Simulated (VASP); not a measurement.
Input of a VASP 6.6.1 run:

File POSCAR:

```
AlIn2N3
1.0
    5.0269135364     -2.8927278352      0.0000000000
    5.0269135364      2.8927278352      0.0000000000
    0.0000000000      0.0000000000      5.4989785517
Al In N
2 4 6
Direct
    0.3408676860      0.6591323140      0.9895406680
    0.6591323140      0.3408676860      0.4895406680
    0.9874531329      0.3359376302      0.9904897033
    0.6640623698      0.0125468671      0.9904897033
    0.0125468671      0.6640623698      0.4904897033
    0.3359376302      0.9874531329      0.4904897033
    0.9701952338      0.3325197940      0.3834346884
    0.6674802060      0.0298047662      0.3834346884
    0.0298047662      0.6674802060      0.8834346884
    0.3325197940      0.9701952338      0.8834346884
    0.3682752557      0.6317247443      0.3346105486
    0.6317247443      0.3682752557      0.8346105486
```

The input INCAR.step1:

```
  ALGO = Normal
  EDIFF = 1E-4
  ENCUT = 520
  GGA = PE
  ISMEAR = 0
  LASPH = True
  LCHARG = False
  LREAL = False
  LWAVE = True
  NBANDS = 56
  NELM = 60
  PREC = Accurate
  SIGMA = 0.02
```

Contents of INCAR.step2:

```
  ALGO = Normal
  EDIFF = 1E-7
  ENCUT = 520
  ISIF = 2
  ISMEAR = 0
  ISTART = 1
  LASPH = True
  LCHARG = True
  LELF = True
  LMIXTAU = True
  LREAL = False
  LVHAR = True
  LWAVE = False
  METAGGA = R2SCAN
  NBANDS = 56
  NELM = 60
  PREC = Accurate
  SIGMA = 0.02
```

Contents of KPOINTS:

```
k-points
0
Gamma
  6 6 6
```

Potentials or basis: VASP PAW PBE potentials, release 64 (Al, In_d, N).

Command:

```sh
$ cat potpaw_PBE.64/Al/POTCAR potpaw_PBE.64/In_d/POTCAR potpaw_PBE.64/N/POTCAR > POTCAR
$ cp INCAR.step1 INCAR
$ mpirun -np 1 vasp_std > vasp.out
$ cp INCAR.step2 INCAR
$ mpirun -np 1 vasp_std > vasp.out
```

Task: Estimate the band gap on the k mesh.

Result: 1.40 eV.

Task: Estimate the pressure.

Result: 3.7 GPa.

Task: What does it give for the largest force?

Result: 0.056 eV/Å.

Forces on the atoms (eV/Å):
```
Al   0.000  0.000  0.002
Al   0.000  0.000  0.002
In  -0.001  0.002 -0.001
In   0.001  0.002 -0.001
In   0.001 -0.002 -0.001
In  -0.001 -0.002 -0.001
N   -0.044  0.027  0.017
N    0.044  0.027  0.017
N    0.044 -0.027  0.017
N   -0.044 -0.027  0.017
N    0.000 -0.044 -0.035
N    0.000  0.044 -0.035
```

Caveat: the stress differs along the axes, from 0 to 6 GPa; the PAW data sets were made with another functional, which shifts forces and pressure a little; spin-orbit coupling is left out, which moves the levels of the heavy elements.
